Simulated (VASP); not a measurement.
Crystal: Mg3Sn3N.

```
CELL_PARAMETERS angstrom
3.25708 0.00000 0.00000
-1.62854 2.82072 0.00000
0.00000 0.00000 16.08801
ATOMIC_POSITIONS crystal
Mg 0.66667 0.33333 0.40697
Mg 0.33333 0.66667 0.06683
Mg 0.66667 0.33333 0.93798
Sn 0.00000 0.00000 0.57249
Sn 0.00000 0.00000 0.24284
Sn 0.33333 0.66667 0.76872
N 0.00000 0.00000 0.00416
```

```yaml
Program: VASP 6.6.1
Task: relaxation of cell and atoms
Functional: PBE
Potentials_or_basis: VASP PAW PBE potentials, release 64 (Mg, Sn_d, N)
Cutoff: 600 eV
k_mesh: 12 × 12 × 2
Occupations: gaussian, width 0.1 eV
Spin: no spin polarisation
```

At the start: pressure 0.2 GPa; volume 21.12 Å³/atom.

**Question.** How do energy, volume and symmetry change on relaxing?

**Answer.** Over 19 steps the energy falls by 12.0 meV/atom and the volume is 20.87 Å³/atom (-1.2 %); space group P3m1 (No. 156, to 0.1 Å) before and after.

The path:
```
step  energy change (eV)  largest force (eV/Å)  pressure (GPa)  volume (Å³)
   1              0.0000                0.1738            0.25       147.81
   2             -0.0362                0.2076           -0.26       148.48
   3             -0.0515                0.2398           -0.71       149.17
   4             -0.0665                0.2198           -0.07       147.00
   5             -0.0695                0.2150            0.42       145.51
   6             -0.0770                0.1688            0.07       145.93
   7             -0.0774                0.1566           -0.03       146.04
   8             -0.0812                0.0865           -0.01       146.11
   9             -0.0828                0.0700            0.02       146.18
  10             -0.0829                0.0718            0.03       146.19
  11             -0.0834                0.0489           -0.04       146.32
  12             -0.0836                0.0359           -0.15       146.57
  13             -0.0838                0.0361           -0.10       146.40
  14             -0.0840                0.0363           -0.01       146.16
  15             -0.0841                0.0266           -0.01       146.13
  16             -0.0842                0.0466            0.01       146.05
  17             -0.0842                0.0269            0.00       146.09
  18             -0.0843                0.0196            0.01       146.09
  19             -0.0843                0.0093            0.02       146.09
```

Final structure:
```xyz
7
Lattice="3.3139 0.0000 0.0000 -1.6570 2.8700 0.0000 0.0000 0.0000 15.3603" Properties=species:S:1:pos:R:3 pbc="T T T"
Mg    1.6570    0.9566    6.2665
Mg    0.0000    1.9133    1.0692
Mg    1.6570    0.9566   14.3782
Sn    0.0000    0.0000    8.8485
Sn    0.0000    0.0000    3.7866
Sn    0.0000    1.9133   11.6789
N     0.0000    0.0000    0.0529
```
